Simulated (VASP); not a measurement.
# BeTe (l) (F-43m) in VASP: notebook

BeTe (l) is run at these levels: LDA; tasks: single point.

Program: VASP 6.6.1. These are calculated values, not measurements. Logs are shortened: lines on timing, memory, paths and dates and some standing lists are left out, and cuts for length are marked.

## Step 1: The cell of the first run

It takes space group F-43m (No. 216, cubic). Conventional cell: a = 5.663 Å, b = 5.663 Å, c = 5.663 Å, α = 90.00°, β = 90.00°, γ = 90.00°. Within 3.2 Å of Be (site symmetry -43m) lie 4 Te at 2.45 Å. Te (site symmetry -43m) has 4 Be at 2.45 Å within 3.2 Å.

## Step 2: Single point, LDA

INCAR reads:

```
SYSTEM = BeTe
PREC = Accurate
ENCUT = 600
EDIFF = 1E-6
ISMEAR = 0
SIGMA = 0.1
LREAL = .False.
LASPH = .True.
NELM = 120
ALGO = Normal
ISIF = 2
LWAVE = .False.
LCHARG = .False.
NBANDS = 11
GGA_COMPAT = .False.
```

KPOINTS reads:

```
regular mesh
0
Gamma
  6 6 6
  0 0 0
```

POSCAR reads:

```
BeTe
1.0
    0.0000000000      2.8314587900      2.8314587900
    2.8314587900      0.0000000000      2.8314587900
    2.8314587900      2.8314587900      0.0000000000
Be Te
1 1
Direct
    0.0000000000      0.0000000000      0.0000000000
    0.2500000000      0.2500000000      0.2500000000
```

Potentials or basis: VASP PAW LDA potentials, release 64 (Be, Te).

Command:

```sh
> cat potpaw_LDA.64/Be/POTCAR potpaw_LDA.64/Te/POTCAR > POTCAR
> mpirun -np 1 vasp_std > vasp.out
```

OUTCAR:

```text
SYSTEM = BeTe
   PREC = Accurate
   ENCUT = 600
   EDIFF = 1E-6
   ISMEAR = 0
   LREAL = .False.
   LASPH = .True.
   NELM = 120
   ISIF = 2

 ion  position               nearest neighbor table
   1  0.000  0.000  0.000-   2 2.45   2 2.45   2 2.45   2 2.45
   2  0.250  0.250  0.250-   1 2.45   1 2.45   1 2.45   1 2.45

  LATTYP: Found a face centered cubic cell.
 ALAT       =     5.6629175800

  Lattice vectors:

 A1 = (   0.0000000000,   2.8314587900,   2.8314587900)
 A2 = (   2.8314587900,   0.0000000000,   2.8314587900)
 A3 = (   2.8314587900,   2.8314587900,   0.0000000000)

Analysis of symmetry for initial positions (statically):
=====================================================================
 Subroutine PRICEL returns:
 Original cell was already a primitive cell.

 Routine SETGRP: Setting up the symmetry group for a
 face centered cubic supercell.

 Subroutine GETGRP returns: Found 24 space group operations
 (whereof 24 operations were pure point group operations)
 out of a pool of 48 trial point group operations.

The static configuration has the point symmetry T_d .

Analysis of symmetry for dynamics (positions and initial velocities):
=====================================================================
 Subroutine PRICEL returns:
 Original cell was already a primitive cell.

 Routine SETGRP: Setting up the symmetry group for a
 face centered cubic supercell.

 Subroutine GETGRP returns: Found 24 space group operations
 (whereof 24 operations were pure point group operations)
 out of a pool of 48 trial point group operations.

The dynamic configuration has the point symmetry T_d .

 Subroutine INISYM returns: Found 24 space group operations
 (whereof 24 operations are pure point group operations),
 and found     1 'primitive' translations

----------------------------------------------------------------------------------------

                                     Primitive cell

  volume of cell :      45.4005

  direct lattice vectors                    reciprocal lattice vectors
     0.000000000  2.831458790  2.831458790    -0.176587419  0.176587419  0.176587419
     2.831458790  0.000000000  2.831458790     0.176587419 -0.176587419  0.176587419
     2.831458790  2.831458790  0.000000000     0.176587419  0.176587419 -0.176587419

  length of vectors
     4.004287422  4.004287422  4.004287422     0.305858382  0.305858382  0.305858382

  position of ions in fractional coordinates (direct lattice)
     0.000000000  0.000000000  0.000000000
     0.250000000  0.250000000  0.250000000

  ion indices of the primitive-cell ions
   primitive index   ion index
                 1           1
                 2           2

----------------------------------------------------------------------------------------

 KPOINTS: regular mesh

Automatic generation of k-mesh.
 Grid dimensions read from file:
 generate k-points for:    6    6    6

 Generating k-lattice:

  Cartesian coordinates                     Fractional coordinates (reciprocal lattice)
    -0.029431237  0.029431237  0.029431237     0.166666667  0.000000000  0.000000000
     0.029431237 -0.029431237  0.029431237     0.000000000  0.166666667  0.000000000
     0.029431237  0.029431237 -0.029431237     0.000000000  0.000000000  0.166666667

  Length of vectors
     0.050976397  0.050976397  0.050976397

  Shift w.r.t. Gamma in fractional coordinates (k-lattice)
     0.000000000  0.000000000  0.000000000

 Subroutine IBZKPT returns following result:
 ===========================================

 Found     16 irreducible k-points:

 Following reciprocal coordinates:
            Coordinates               Weight
  0.000000  0.000000  0.000000      1.000000
  0.166667  0.000000  0.000000      8.000000
  0.333333  0.000000  0.000000      8.000000
  0.500000  0.000000  0.000000      4.000000
  0.166667  0.166667  0.000000      6.000000
  0.333333  0.166667  0.000000     24.000000
[... 8 lines left out ...]
 -0.333333  0.333333  0.166667     24.000000
 -0.333333  0.500000  0.166667     12.000000
   k-points           NKPTS =     16   k-points in BZ     NKDIM =     16   number of bands    NBANDS=     11
   number of dos      NEDOS =    301   number of ions     NIONS =      2
   total plane-waves  NPLWV =  32768
   dimension x,y,z NGX =    32 NGY =   32 NGZ =   32
   dimension x,y,z NGXF=    64 NGYF=   64 NGZF=   64
   ions per type =               1   1
   NGX,Y,Z   is equivalent  to a cutoff of  13.29, 13.29, 13.29 a.u.
   NGXF,Y,Z  is equivalent  to a cutoff of  26.57, 26.57, 26.57 a.u.
 SYSTEM =  BeTe
   PREC   = accura    normal or accurate (medium, high low for compatibility)
   ISTART =      0    job   : 0-new  1-cont  2-samecut
   ICHARG =      2    charge: 1-file 2-atom 10-const
   ISPIN  =      1    spin polarized calculation?
   LNONCOLLINEAR =      F non collinear calculations
   LSORBIT =      F    spin-orbit coupling
   LASPH  =      T    aspherical Exc in radial PAW
   ENCUT  =  600.0 eV  44.10 Ry    6.64 a.u.   8.00  8.00  8.00*2*pi/ulx,y,z
   NELM   =    120;   NELMIN=  2; NELMDL= -5     # of ELM steps
   EDIFF  = 0.1E-05   stopping-criterion for ELM
   LREAL  =      F    real-space projection
   EDIFFG = 0.1E-04   stopping-criterion for IOM
   NSW    =      0    number of steps for IOM
   IBRION =     -1    ionic relax: 0-MD 1-quasi-New 2-CG
   NFREE  =      0    steps in history (QN), initial steepest desc. (CG)
   ISIF   =      2    stress and relaxation
   ISYM   =      2    0-nonsym 1-usesym 2-fastsym
   POTIM  = 0.5000    time-step for ionic-motion
   TEBEG  =    0.0;   TEEND  =   0.0 temperature during run
   PSTRESS=    0.0 pullay stress
   NELECT =       8.0000    total number of electrons
   NUPDOWN=      -1.0000    fix difference up-down
   EMIN   =  10.00;   EMAX   =-10.00  energy-range for DOS
   EFERMI =   0.00;   METHOD = LEGACY
   ISMEAR =     0;   SIGMA  =   0.10  broadening in eV -4-tet -1-fermi 0-gaus
   EFERMI_NEDOS =   21; number of points for ismear=-14 and -15
   IALGO  =     38    algorithm
   IMIX   =      4    mixing-type and parameters
     AMIX     =   0.40;   BMIX     =  1.00
     AMIX_MAG =   1.60;   BMIX_MAG =  1.00
  volume/ion in A,a.u.               =      22.70       153.19
  Fermi-wavevector in a.u.,A,eV,Ry     =   0.917807  1.734403 11.461129  0.842369
  Thomas-Fermi vector in A             =   2.042817
   LORBIT       =      0    0 simple, 1 ext, 2 COOP (PROOUT), +10 PAW based schemes
   GGA     = CA    functional components
   LHFCALC =     F    Hartree Fock is set to
   AEXX    =    0.0000 exact exchange contribution
   IVDW    =     0    specifies the selected vdW correction
   LEPSILON=     F    determine dielectric tensor
   LRPA    =     F    only Hartree local field effects (RPA)
 non-spin polarized calculation
 Gauss-broadening in eV      SIGMA  =   0.10
  energy-cutoff  :      600.00
  volume of cell :       45.40
 maximum number of plane-waves:      1527
   NGX = 15   NGY = 15   NGZ = 15

 number of electron       8.0000000 magnetization

 Free energy of the ion-electron system (eV)
  ---------------------------------------------------
  ext. energy  EPLUGINS =         0.00000000
  ---------------------------------------------------
  free energy    TOTEN  =        -8.69716560 eV

  energy without entropy =       -8.69716560  energy(sigma->0) =       -8.69716560

 E-fermi :   5.1816     XC(G=0):  -9.2059

 val. band max:        4.7614487481   @ k =   0.0000   0.0000   0.0000
 cond. band min:       6.6665293223   @ k =   0.5000   0.5000   0.0000
 fundamental gap:      1.9050805742
 Fermi energy:         5.1815738988

 k-point     1 :       0.0000    0.0000    0.0000
  band No.  band energies     occupation
      1      -7.4514      2.00000
      2       4.7614      2.00000
      3       4.7614      2.00000
      4       4.7614      2.00000
      5       8.3568      0.00000
      6       8.3568      0.00000
      7       8.3568      0.00000
      8       8.3654      0.00000
      9      12.9010      0.00000
     10      14.9629      0.00000
     11      14.9629      0.00000

 k-point     2 :       0.1667    0.0000    0.0000
  band No.  band energies     occupation
      1      -7.2006      2.00000
      2       2.7958      2.00000
      3       4.3941      2.00000
      4       4.3941      2.00000
      5       8.1426      0.00000
      6       8.8833      0.00000
      7       8.8833      0.00000
      8      10.3762      0.00000
      9      13.5035      0.00000
     10      13.7904      0.00000
     11      13.7904      0.00000

 k-point     3 :       0.3333    0.0000    0.0000
  band No.  band energies     occupation
      1      -6.5776      2.00000
      2       0.3855      2.00000
      3       3.8665      2.00000
      4       3.8665      2.00000
      5       7.8706      0.00000
      6       9.3389      0.00000
      7       9.3389      0.00000
      8      12.3468      0.00000
      9      13.8975      0.00000
     10      14.2820      0.00000
     11      14.2820      0.00000

 k-point     4 :       0.5000    0.0000    0.0000
  band No.  band energies     occupation
      1      -6.1599      2.00000
      2      -0.6699      2.00000
      3       3.6587      2.00000
      4       3.6587      2.00000
      5       7.7643      0.00000
      6       9.3184      0.00000
      7       9.3184      0.00000
      8      12.4055      0.00000
      9      15.4188      0.00000
     10      16.1048      0.00000
     11      16.1048      0.00000
[... 127 lines left out ...]
 k-point    14 :       0.5000    0.3333    0.1667
  band No.  band energies     occupation
      1      -6.1100      2.00000
      2       0.4560      2.00000
      3       1.7776      2.00000
      4       2.8230      2.00000
      5       8.6459      0.00000
      6       9.6480      0.00000
      7       9.9223      0.00000
      8      12.3327      0.00000
      9      14.6511      0.00000
     10      15.0100      0.00000
     11      17.1916      0.00000

 k-point    15 :      -0.3333    0.3333    0.1667
  band No.  band energies     occupation
      1      -5.8019      2.00000
      2       0.0286      2.00000
      3       1.3465      2.00000
      4       2.4075      2.00000
      5       9.1716      0.00000
      6       9.3941      0.00000
      7      11.5334      0.00000
      8      11.8466      0.00000
      9      13.3119      0.00000
     10      16.4390      0.00000
     11      17.1277      0.00000

 k-point    16 :      -0.3333    0.5000    0.1667
  band No.  band energies     occupation
      1      -5.6690      2.00000
      2       0.1013      2.00000
      3       1.4450      2.00000
      4       1.7372      2.00000
      5       8.3876      0.00000
      6       8.9963      0.00000
      7      11.9496      0.00000
      8      12.2570      0.00000
      9      15.4515      0.00000
     10      16.2938      0.00000
     11      17.3873      0.00000

------------------------ aborting loop because EDIFF is reached ----------------------------------------

  FORCE on cell =-STRESS in cart. coord.  units (eV):
  Direction    XX          YY          ZZ          XY          YZ          ZX
  --------------------------------------------------------------------------------------
  -------------------------------------------------------------------------------------
  Total       -0.8601859     -0.8601859     -0.8601859      0.0000000      0.0000000      0.0000000
  in kB      -30.3558337    -30.3558337    -30.3558337      0.0000000      0.0000000      0.0000000
  external PRESSURE =     -30.3558337 kB  Pullay stress =       0.0000000 kB

 VOLUME and BASIS-vectors are now :
 -----------------------------------------------------------------------------
  energy-cutoff  :      600.00
  volume of cell :       45.40
      direct lattice vectors                 reciprocal lattice vectors
     0.000000000  2.831458790  2.831458790    -0.176587419  0.176587419  0.176587419
     2.831458790  0.000000000  2.831458790     0.176587419 -0.176587419  0.176587419
     2.831458790  2.831458790  0.000000000     0.176587419  0.176587419 -0.176587419

 POSITION                                       TOTAL-FORCE (eV/Angst)
 -----------------------------------------------------------------------------------
      0.00000      0.00000      0.00000         0.000000     -0.000000     -0.000000
      1.41573      1.41573      1.41573        -0.000000      0.000000      0.000000
 -----------------------------------------------------------------------------------
    total drift:                                0.000000      0.000000      0.000000

  FREE ENERGIE OF THE ION-ELECTRON SYSTEM (eV)
  ---------------------------------------------------
  free  energy   TOTEN  =        -8.6971655964 eV

  energy  without entropy=       -8.6971655963  energy(sigma->0) =       -8.69716560
```

Run time: 3.3 s. Hardware: 1 thread of Intel Xeon 6975P-C (Granite Rapids), shared host; peak memory 0.15 GiB.

What came out:

```yaml
Free_energy: -8.6972 eV
Pressure: -3.0 GPa
Band_gap_on_the_k_mesh: 1.91 eV, indirect (least direct gap 3.60 eV)
```

Caveat: spin-orbit coupling is left out, which moves the levels of the heavy elements.

## Step 3: Single point, LDA

This run uses another cell than the first one, of 21.43 Å³/atom, 0.944 times its volume.

INCAR, as its differences from that of step 2:

```diff
@@ -5,3 +5,3 @@
 ISMEAR = 0
-SIGMA = 0.1
+SIGMA = 0.02
 LREAL = .False.
```

KPOINTS reads:

```
regular mesh
0
Gamma
  8 8 8
  0 0 0
```

POSCAR reads:

```
BeTe
1.0
    0.0000000000      2.7774298705      2.7774298705
    2.7774298705      0.0000000000      2.7774298705
    2.7774298705      2.7774298705      0.0000000000
Be Te
1 1
Direct
    0.0000000000      0.0000000000      0.0000000000
    0.2500000000      0.2500000000      0.2500000000
```

Potentials or basis: VASP PAW LDA potentials, release 64 (Be, Te).

Command:

```sh
> cat potpaw_LDA.64/Be/POTCAR potpaw_LDA.64/Te/POTCAR > POTCAR
> mpirun -np 1 vasp_std > vasp.out
```

OUTCAR:

```text
SYSTEM = BeTe
   PREC = Accurate
   ENCUT = 600
   EDIFF = 1E-6
   ISMEAR = 0
   LREAL = .False.
   LASPH = .True.
   NELM = 120
   ISIF = 2

 ion  position               nearest neighbor table
   1  0.000  0.000  0.000-   2 2.41   2 2.41   2 2.41   2 2.41
   2  0.250  0.250  0.250-   1 2.41   1 2.41   1 2.41   1 2.41

  LATTYP: Found a face centered cubic cell.
 ALAT       =     5.5548597410

  Lattice vectors:

 A1 = (   0.0000000000,   2.7774298705,   2.7774298705)
 A2 = (   2.7774298705,   0.0000000000,   2.7774298705)
 A3 = (   2.7774298705,   2.7774298705,   0.0000000000)

Analysis of symmetry for initial positions (statically):
=====================================================================
 Subroutine PRICEL returns:
 Original cell was already a primitive cell.

 Routine SETGRP: Setting up the symmetry group for a
 face centered cubic supercell.

 Subroutine GETGRP returns: Found 24 space group operations
 (whereof 24 operations were pure point group operations)
 out of a pool of 48 trial point group operations.

The static configuration has the point symmetry T_d .

Analysis of symmetry for dynamics (positions and initial velocities):
[... 173 lines left out ...]
      6       8.9660      0.00000
      7       8.9660      0.00000
      8       9.4465      0.00000
      9      13.6583      0.00000
     10      15.7398      0.00000
     11      15.7398      0.00000
[... 309 lines left out ...]
 k-point    24 :      -0.3750    0.2500    0.1250
  band No.  band energies     occupation
      1      -5.4859      2.00000
      2       0.0661      2.00000
      3       2.3765      2.00000
      4       3.3865      2.00000
      5       9.5366      0.00000
      6       9.8190      0.00000
      7      12.1634      0.00000
      8      13.2218      0.00000
      9      13.8914      0.00000
     10      16.9924      0.00000
     11      17.3499      0.00000

 [... further k-points ...]

------------------------ aborting loop because EDIFF is reached ----------------------------------------

  FORCE on cell =-STRESS in cart. coord.  units (eV):
  Direction    XX          YY          ZZ          XY          YZ          ZX
  --------------------------------------------------------------------------------------
  -------------------------------------------------------------------------------------
  Total        0.0717711      0.0717711      0.0717711     -0.0000000      0.0000000      0.0000000
  in kB        2.6834945      2.6834945      2.6834945     -0.0000000      0.0000000      0.0000000
  external PRESSURE =       2.6834945 kB  Pullay stress =       0.0000000 kB

 VOLUME and BASIS-vectors are now :
 -----------------------------------------------------------------------------
  energy-cutoff  :      600.00
  volume of cell :       42.85
      direct lattice vectors                 reciprocal lattice vectors
     0.000000000  2.777429870  2.777429870    -0.180022547  0.180022547  0.180022547
     2.777429870  0.000000000  2.777429870     0.180022547 -0.180022547  0.180022547
     2.777429870  2.777429870  0.000000000     0.180022547  0.180022547 -0.180022547

 POSITION                                       TOTAL-FORCE (eV/Angst)
 -----------------------------------------------------------------------------------
      0.00000      0.00000      0.00000        -0.000000     -0.000000     -0.000000
      1.38871      1.38871      1.38871         0.000000      0.000000      0.000000
 -----------------------------------------------------------------------------------
    total drift:                                0.000000      0.000000      0.000000

  FREE ENERGIE OF THE ION-ELECTRON SYSTEM (eV)
  ---------------------------------------------------
  free  energy   TOTEN  =        -8.7265633860 eV

  energy  without entropy=       -8.7265633860  energy(sigma->0) =       -8.72656339
```

Wall time 5.2 s (1 thread of Intel Xeon 6975P-C (Granite Rapids), shared host); peak memory 0.16 GiB.

Results:

```
Free energy            : -8.7266 eV
Pressure               : 0.3 GPa
Band gap on the k mesh : 1.77 eV, indirect (least direct gap 3.55 eV)
```

Caveat: spin-orbit coupling is left out, which moves the levels of the heavy elements.
